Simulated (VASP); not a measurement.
Here is a VASP 6.6.1 calculation.

The input INCAR:

```
SYSTEM = TiAl
ALGO     = Fast           ! electronic algorithm
EDIFF    = 1E-6           ! SCF threshold, eV
ENCUT    = 520            ! plane-wave cutoff, eV
GGA      = PS             ! functional
ISIF     = 2              ! what is computed and relaxed
ISMEAR   = 0              ! smearing method
LASPH    = .TRUE.         ! aspherical terms in the spheres
LCHARG   = .FALSE.        ! write CHGCAR
LREAL    = .FALSE.        ! projectors in reciprocal space
LWAVE    = .FALSE.        ! write WAVECAR
NBANDS   = 14             ! bands
NELM     = 100            ! most SCF steps
PREC     = Accurate       ! precision mode
SIGMA    = 0.15           ! smearing width, eV
```

The input KPOINTS:

```
k-points
0
G
  14 14 14
  0 0 0
```

The input POSCAR:

```
TiAl
1.0
    3.2719030624      0.0000000000      0.0000000000
    0.0000000000      3.5032433677      0.0000000000
    0.0000000000      0.0000000000      3.1560751060
Ti Al
1 1
Direct
    0.0000000000      0.0000000000      0.0000000000
    0.5000000000      0.5000000000      0.5000000000
```

Potentials or basis: VASP PAW PBE potentials, release 64 (Ti_sv, Al).

The run is started by

```console
$ cat potpaw_PBE.64/Ti_sv/POTCAR potpaw_PBE.64/Al/POTCAR > POTCAR
$ mpirun -np 1 vasp_std > vasp.out
```

**Question.** Estimate the pressure.

**Answer.** -12.4 GPa.

Stress tensor (GPa, compression positive):
```
-14.34   0.00   0.00
  0.00  -8.71   0.00
  0.00   0.00 -14.15
```

Caveat: the cell differs from its parent crystal (normal strain along x +0.0367, normal strain along y +0.1100); the PAW data sets were made with another functional, which shifts forces and pressure a little.
